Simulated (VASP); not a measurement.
# Li16F (a cell with a defect) in VASP: notebook

Runs on Li16F (a cell with a defect). Level: PBE. Tasks: single point.

Program: VASP 6.6.1. These are calculated values, not measurements. Logs are shortened: lines on timing, memory, paths and dates and some standing lists are left out, and cuts for length are marked.

## (1) The cell of the first run

The cell holds a defect, 17 atoms: a = 6.980 Å, b = 6.980 Å, c = 6.980 Å, α = 90.00°, β = 90.00°, γ = 90.00°.

## (2) Single point, PBE

The input, INCAR:

```
PREC = Accurate ; ENCUT = 520
EDIFF = 1E-6 ; ISMEAR = 0
SIGMA = 0.15 ; LREAL = Auto
LASPH = T ; NELM = 100
ALGO = Normal ; ISIF = 2
LWAVE = F ; LCHARG = F
GGA = PE ; NBANDS = 42
```

The input, KPOINTS:

```
Automatic mesh
0
Gamma
  3 3 3
```

The input, POSCAR:

```
Li16F
1.0
    6.9800000000      0.0000000000      0.0000000000
    0.0000000000      6.9800000000      0.0000000000
    0.0000000000      0.0000000000      6.9800000000
Li F
16 1
Direct
   -0.0003491404     -0.0109744986      0.0324442693
    0.4996027221      0.0174972779     -0.0013865330
   -0.0003706304      0.4882265043     -0.0088595989
   -0.0003524355     -0.0167002865      0.4743017192
    0.2596068768      0.2706418338      0.2560848138
    0.4996345272      0.4951992837     -0.0127041547
    0.4996199140      0.0067842407      0.5030385387
    0.7396732092      0.2706266476      0.2560617479
   -0.0003828080      0.5037553009      0.5064922636
    0.2541818052      0.7497906877      0.2479236390
    0.2320793696      0.2362544413      0.7454588825
    0.4996610315      0.5032053009      0.5167457020
    0.7450472779      0.7497777937      0.2478815186
    0.7672037249      0.2362527221      0.7454663324
    0.2540783668      0.7582101719      0.7555935530
    0.7452034384      0.7582391117      0.7556037249
   -0.0003799427      0.8348118911      0.2521892550
```

Potentials or basis: VASP PAW PBE potentials, release 64 (Li_sv, F).

On the command line:

```
> cat potpaw_PBE.64/Li_sv/POTCAR potpaw_PBE.64/F/POTCAR > POTCAR
> mpirun -np 1 vasp_std > vasp.out
```

OUTCAR:

```text
PREC = Accurate
   ENCUT = 520
   EDIFF = 1E-6
   ISMEAR = 0
   LREAL = Auto
   LASPH = T
   NELM = 100
   ISIF = 2
   GGA = PE

 ion  position               nearest neighbor table
   1  1.000  0.989  0.032-  17 1.87
   2  0.500  0.017  0.999-
   3  1.000  0.488  0.991-
   4  1.000  0.983  0.474-  17 1.86
   5  0.260  0.271  0.256-
   6  0.500  0.495  0.987-
   7  0.500  0.007  0.503-
   8  0.740  0.271  0.256-
   9  1.000  0.504  0.506-
  10  0.254  0.750  0.248-  17 1.87
  11  0.232  0.236  0.745-
  12  0.500  0.503  0.517-
  13  0.745  0.750  0.248-  17 1.87
  14  0.767  0.236  0.745-
  15  0.254  0.758  0.756-
  16  0.745  0.758  0.756-
  17  1.000  0.835  0.252-   4 1.86  10 1.87  13 1.87   1 1.87

  LATTYP: Found a simple cubic cell.
 ALAT       =     6.9800000000

  Lattice vectors:

 A1 = (   6.9800000000,   0.0000000000,   0.0000000000)
 A2 = (   0.0000000000,   6.9800000000,   0.0000000000)
 A3 = (   0.0000000000,   0.0000000000,   6.9800000000)

Analysis of symmetry for initial positions (statically):
=====================================================================
 Subroutine PRICEL returns:
 Original cell was already a primitive cell.

 Routine SETGRP: Setting up the symmetry group for a
 simple cubic supercell.

 Subroutine GETGRP returns: Found  1 space group operations
 (whereof  1 operations were pure point group operations)
 out of a pool of 48 trial point group operations.

The static configuration has the point symmetry C_1 .

Analysis of symmetry for dynamics (positions and initial velocities):
=====================================================================
 Subroutine PRICEL returns:
 Original cell was already a primitive cell.

 Routine SETGRP: Setting up the symmetry group for a
 simple cubic supercell.

 Subroutine GETGRP returns: Found  1 space group operations
 (whereof  1 operations were pure point group operations)
 out of a pool of 48 trial point group operations.

The dynamic configuration has the point symmetry C_1 .

 Subroutine INISYM returns: Found  1 space group operations
 (whereof  1 operations are pure point group operations),
 and found     1 'primitive' translations

----------------------------------------------------------------------------------------

                                     Primitive cell

  volume of cell :     340.0684

  direct lattice vectors                    reciprocal lattice vectors
     6.980000000  0.000000000  0.000000000     0.143266476  0.000000000  0.000000000
     0.000000000  6.980000000  0.000000000     0.000000000  0.143266476  0.000000000
     0.000000000  0.000000000  6.980000000     0.000000000  0.000000000  0.143266476

  length of vectors
     6.980000000  6.980000000  6.980000000     0.143266476  0.143266476  0.143266476

  position of ions in fractional coordinates (direct lattice)
     0.999650860  0.989025501  0.032444269
     0.499602722  0.017497278  0.998613467
     0.999629370  0.488226504  0.991140401
     0.999647565  0.983299714  0.474301719
     0.259606877  0.270641834  0.256084814
     0.499634527  0.495199284  0.987295845
[... 9 lines left out ...]
     0.745203438  0.758239112  0.755603725
     0.999620057  0.834811891  0.252189255

  ion indices of the primitive-cell ions
   primitive index   ion index
                 1           1
                 2           2
                 3           3
                 4           4
                 5           5
                 6           6
[... 9 lines left out ...]
                16          16
                17          17

----------------------------------------------------------------------------------------

 KPOINTS: Automatic mesh

Automatic generation of k-mesh.
 Grid dimensions read from file:
 generate k-points for:    3    3    3

 Generating k-lattice:

  Cartesian coordinates                     Fractional coordinates (reciprocal lattice)
     0.047755492  0.000000000  0.000000000     0.333333333  0.000000000  0.000000000
     0.000000000  0.047755492  0.000000000     0.000000000  0.333333333  0.000000000
     0.000000000  0.000000000  0.047755492     0.000000000  0.000000000  0.333333333

  Length of vectors
     0.047755492  0.047755492  0.047755492

  Shift w.r.t. Gamma in fractional coordinates (k-lattice)
     0.000000000  0.000000000  0.000000000

 Subroutine IBZKPT returns following result:
 ===========================================

 Found     14 irreducible k-points:

 Following reciprocal coordinates:
            Coordinates               Weight
  0.000000  0.000000  0.000000      1.000000
  0.333333  0.000000  0.000000      2.000000
  0.000000  0.333333  0.000000      2.000000
  0.000000  0.000000  0.333333      2.000000
  0.333333  0.333333  0.000000      2.000000
  0.000000  0.333333  0.333333      2.000000
  0.333333  0.000000  0.333333      2.000000
 -0.333333  0.333333  0.000000      2.000000
 -0.333333  0.000000  0.333333      2.000000
  0.000000 -0.333333  0.333333      2.000000
  0.333333  0.333333  0.333333      2.000000
 -0.333333  0.333333  0.333333      2.000000
 -0.333333 -0.333333  0.333333      2.000000
  0.333333 -0.333333  0.333333      2.000000
   k-points           NKPTS =     14   k-points in BZ     NKDIM =     14   number of bands    NBANDS=     42
   number of dos      NEDOS =    301   number of ions     NIONS =     17
   total plane-waves  NPLWV = 157464
   dimension x,y,z NGX =    54 NGY =   54 NGZ =   54
   dimension x,y,z NGXF=   108 NGYF=  108 NGZF=  108
   ions per type =              16   1
   NGX,Y,Z   is equivalent  to a cutoff of  12.86, 12.86, 12.86 a.u.
   NGXF,Y,Z  is equivalent  to a cutoff of  25.72, 25.72, 25.72 a.u.
 SYSTEM =  unknown system
   PREC   = accura    normal or accurate (medium, high low for compatibility)
   ISTART =      0    job   : 0-new  1-cont  2-samecut
   ICHARG =      2    charge: 1-file 2-atom 10-const
   ISPIN  =      1    spin polarized calculation?
   LNONCOLLINEAR =      F non collinear calculations
   LSORBIT =      F    spin-orbit coupling
   LASPH  =      T    aspherical Exc in radial PAW
   ENCUT  =  520.0 eV  38.22 Ry    6.18 a.u.  12.98 12.98 12.98*2*pi/ulx,y,z
   NELM   =    100;   NELMIN=  2; NELMDL= -5     # of ELM steps
   EDIFF  = 0.1E-05   stopping-criterion for ELM
   LREAL  =      T    real-space projection
   EDIFFG = 0.1E-04   stopping-criterion for IOM
   NSW    =      0    number of steps for IOM
   IBRION =     -1    ionic relax: 0-MD 1-quasi-New 2-CG
   NFREE  =      0    steps in history (QN), initial steepest desc. (CG)
   ISIF   =      2    stress and relaxation
   ISYM   =      2    0-nonsym 1-usesym 2-fastsym
   POTIM  = 0.5000    time-step for ionic-motion
   TEBEG  =    0.0;   TEEND  =   0.0 temperature during run
   PSTRESS=    0.0 pullay stress
   NELECT =      55.0000    total number of electrons
   NUPDOWN=      -1.0000    fix difference up-down
   EMIN   =  10.00;   EMAX   =-10.00  energy-range for DOS
   EFERMI =   0.00;   METHOD = LEGACY
   ISMEAR =     0;   SIGMA  =   0.15  broadening in eV -4-tet -1-fermi 0-gaus
   EFERMI_NEDOS =   21; number of points for ismear=-14 and -15
   IALGO  =     38    algorithm
   IMIX   =      4    mixing-type and parameters
     AMIX     =   0.40;   BMIX     =  1.00
     AMIX_MAG =   1.60;   BMIX_MAG =  1.00
  volume/ion in A,a.u.               =      20.00       134.99
  Fermi-wavevector in a.u.,A,eV,Ry     =   0.891950  1.685540 10.824442  0.795574
  Thomas-Fermi vector in A             =   2.013836
   LORBIT       =      0    0 simple, 1 ext, 2 COOP (PROOUT), +10 PAW based schemes
   GGA     = PE    functional components
   LHFCALC =     F    Hartree Fock is set to
   AEXX    =    0.0000 exact exchange contribution
   IVDW    =     0    specifies the selected vdW correction
   LEPSILON=     F    determine dielectric tensor
   LRPA    =     F    only Hartree local field effects (RPA)
 non-spin polarized calculation
 Gauss-broadening in eV      SIGMA  =   0.15
  energy-cutoff  :      520.00
  volume of cell :      340.07
 maximum number of plane-waves:      9180
 NGX is ok and might be reduce to    54
   NGX = 25   NGY = 25   NGZ = 25

 number of electron      54.9999999 magnetization

 Free energy of the ion-electron system (eV)
  ---------------------------------------------------
  ext. energy  EPLUGINS =         0.00000000
  ---------------------------------------------------
  free energy    TOTEN  =       -37.52739756 eV

  energy without entropy =      -37.42391977  energy(sigma->0) =      -37.47565866

 E-fermi :   0.6968     XC(G=0):  -7.0365

 val. band max:        0.6687765526   @ k =  -0.3333   0.3333   0.0000
 cond. band min:       0.7023465497   @ k =  -0.3333   0.0000   0.3333
 fundamental gap:      0.0335699971
 Fermi energy:         0.6967806204

 k-point     1 :       0.0000    0.0000    0.0000
  band No.  band energies     occupation
      1     -46.0986      2.00000
      2     -46.0756      2.00000
      3     -46.0091      2.00000
      4     -45.9940      2.00000
      5     -45.9935      2.00000
      6     -45.9792      2.00000
[... 31 lines left out ...]
     38       3.8656      0.00000
     39       3.8862      0.00000

 k-point     2 :       0.3333    0.0000    0.0000
  band No.  band energies     occupation
      1     -46.0986      2.00000
      2     -46.0756      2.00000
      3     -46.0089      2.00000
      4     -45.9944      2.00000
      5     -45.9934      2.00000
      6     -45.9792      2.00000
[... 31 lines left out ...]
     38       3.8821      0.00000
     39       4.0360      0.00000

 k-point     3 :       0.0000    0.3333    0.0000
  band No.  band energies     occupation
      1     -46.0986      2.00000
      2     -46.0756      2.00000
      3     -46.0091      2.00000
      4     -45.9940      2.00000
      5     -45.9935      2.00000
      6     -45.9793      2.00000
[... 412 lines left out ...]
 k-point    13 :      -0.3333   -0.3333    0.3333
  band No.  band energies     occupation
      1     -46.0986      2.00000
      2     -46.0756      2.00000
      3     -46.0089      2.00000
      4     -45.9944      2.00000
      5     -45.9935      2.00000
      6     -45.9792      2.00000
[... 31 lines left out ...]
     38       3.9373      0.00000
     39       4.0683      0.00000

 k-point    14 :       0.3333   -0.3333    0.3333
  band No.  band energies     occupation
      1     -46.0986      2.00000
      2     -46.0756      2.00000
      3     -46.0089      2.00000
      4     -45.9944      2.00000
      5     -45.9935      2.00000
      6     -45.9792      2.00000
[... 31 lines left out ...]
     38       3.9376      0.00000
     39       4.0682      0.00000
 [bands above 39 left out]

------------------------ aborting loop because EDIFF is reached ----------------------------------------

  FORCE on cell =-STRESS in cart. coord.  units (eV):
  Direction    XX          YY          ZZ          XY          YZ          ZX
  --------------------------------------------------------------------------------------
  -------------------------------------------------------------------------------------
  Total       -0.7084958     -1.0564380     -0.7898818     -0.0011126      0.1239657      0.0004146
  in kB       -3.3379637     -4.9772369     -3.7214005     -0.0052417      0.5840444      0.0019534
  external PRESSURE =      -4.0122004 kB  Pullay stress =       0.0000000 kB

 VOLUME and BASIS-vectors are now :
 -----------------------------------------------------------------------------
  energy-cutoff  :      520.00
  volume of cell :      340.07
      direct lattice vectors                 reciprocal lattice vectors
     6.980000000  0.000000000  0.000000000     0.143266476  0.000000000  0.000000000
     0.000000000  6.980000000  0.000000000     0.000000000  0.143266476  0.000000000
     0.000000000  0.000000000  6.980000000     0.000000000  0.000000000  0.143266476

 POSITION                                       TOTAL-FORCE (eV/Angst)
 -----------------------------------------------------------------------------------
      6.97756      6.90340      0.22646        -0.001002      0.022305     -0.013764
      3.48723      0.12213      6.97032         0.000174     -0.011348      0.002980
      6.97741      3.40782      6.91816         0.001257     -0.002462      0.002006
      6.97754      6.86343      3.31063        -0.000070      0.017503      0.002283
      1.81206      1.88908      1.78747         0.004833      0.000941     -0.000523
      3.48745      3.45649      6.89133        -0.000644      0.003682      0.001818
[... 9 lines left out ...]
      5.20152      5.29251      5.27411         0.004332     -0.004259     -0.003995
      6.97735      5.82699      1.76028        -0.000087      0.004119     -0.005265
 -----------------------------------------------------------------------------------
    total drift:                               -0.000490      0.000690     -0.002450

  FREE ENERGIE OF THE ION-ELECTRON SYSTEM (eV)
  ---------------------------------------------------
  free  energy   TOTEN  =       -37.5273975563 eV

  energy  without entropy=      -37.4239197694  energy(sigma->0) =      -37.47565866
```

Wall time 3.1 min (1 thread of AMD EPYC 9R45 (Zen 5), shared host); peak memory 0.39 GiB.

Results:

```yaml
Free_energy: -37.5274 eV
Largest_force: 0.036 eV/Å
```

Forces in eV/Å, atoms in the order of the input:
```
Li  -0.001  0.022 -0.014
Li   0.000 -0.011  0.003
Li   0.001 -0.002  0.002
Li   0.000  0.018  0.002
Li   0.005  0.001 -0.001
Li  -0.001  0.004  0.002
Li   0.000 -0.005 -0.001
Li  -0.005 -0.002  0.000
Li   0.001 -0.030  0.020
Li  -0.004  0.004 -0.002
Li   0.011  0.001  0.003
Li   0.000 -0.001 -0.001
Li   0.003  0.005 -0.003
Li  -0.010  0.000  0.004
Li  -0.006 -0.003 -0.005
Li   0.004 -0.004 -0.004
F    0.000  0.004 -0.005
```

Caveat: the cutoff is under 1.25 times the usual one of these potentials, so pressure, stress and relaxed cells hold a basis-set (Pulay) error; an odd number of electrons without spin polarisation forces a metal; a magnetic or distorted state may lie lower.

## (3) Single point, PBE

The input, INCAR:

```
SYSTEM = Li16F
PREC = Accurate
ENCUT = 520
EDIFF = 1E-6
ISMEAR = 0
SIGMA = 0.15
LREAL = Auto
LASPH = .True.
NELM = 80
ALGO = Normal
ISIF = 2
LWAVE = .False.
LCHARG = .False.
GGA = PE
NBANDS = 42
```

The input, KPOINTS:

```
Automatic mesh
0
Gamma
  3 3 3
  0 0 0
```

The input, POSCAR:

```
Li16F
1.0
    6.9800000000      0.0000000000      0.0000000000
    0.0000000000      6.9800000000      0.0000000000
    0.0000000000      0.0000000000      6.9800000000
Li F
16 1
Direct
    0.0001858166      0.0065843840      0.0040426934
    0.5002776504      0.0168620344      0.0035530086
    0.0002249284      0.4912233524     -0.0116083095
    0.0002338109     -0.0256212034      0.4835247851
    0.2545948424      0.2556779370      0.2584855301
    0.5002257880      0.4872975645     -0.0045765043
    0.5002305158      0.0031244986      0.5069494269
    0.7458497135      0.2557161891      0.2585166189
    0.0002617479      0.5325186246      0.4893723496
    0.2547478510      0.7479752149      0.2500095989
    0.2326719198      0.2454393983      0.7365424069
    0.5001851003      0.4986518625      0.5178010029
    0.7456558739      0.7479088825      0.2500116046
    0.7677961318      0.2454776504      0.7365017192
    0.2602315186      0.7562475645      0.7709138968
    0.7402143266      0.7562001433      0.7708746418
    0.0002134670      0.7522002865      0.3351243553
```

Potentials or basis: VASP PAW PBE potentials, release 64 (Li_sv, F).

On the command line:

```
> cat potpaw_PBE.64/Li_sv/POTCAR potpaw_PBE.64/F/POTCAR > POTCAR
> mpirun -np 1 vasp_std > vasp.out
```

Wall time 2.9 min (1 thread of AMD EPYC 9R45 (Zen 5), shared host); peak memory 0.38 GiB.

The run converged. Its results:

```yaml
Free_energy: -37.5274 eV
Largest_force: 0.036 eV/Å
```

Forces on the atoms (eV/Å):
```
Li  -0.001  0.021 -0.030
Li  -0.001 -0.001 -0.002
Li  -0.002  0.002 -0.002
Li  -0.001  0.002  0.018
Li  -0.004 -0.004 -0.005
Li   0.001  0.002  0.005
Li   0.000 -0.001 -0.005
Li   0.006 -0.004 -0.004
Li   0.000 -0.015  0.022
Li  -0.002 -0.003  0.005
Li   0.011  0.003  0.000
Li   0.000  0.003 -0.012
Li   0.004 -0.002  0.006
Li  -0.011  0.002  0.000
Li   0.004 -0.001  0.000
Li  -0.004 -0.001  0.001
F   -0.001 -0.005  0.003
```

Levels at points of the mesh, in eV from the Fermi level:
| k point | band 25 | band 26 | band 27 | band 28 | band 29 | band 30 |
| --- | --- | --- | --- | --- | --- | --- |
| (0.00, 0.00, 0.00) | -1.01 | -1.01 | -0.64 | 0.21 | 0.21 | 0.31 |

Caveat: the cutoff is under 1.25 times the usual one of these potentials, so pressure, stress and relaxed cells hold a basis-set (Pulay) error; an odd number of electrons without spin polarisation forces a metal; a magnetic or distorted state may lie lower.
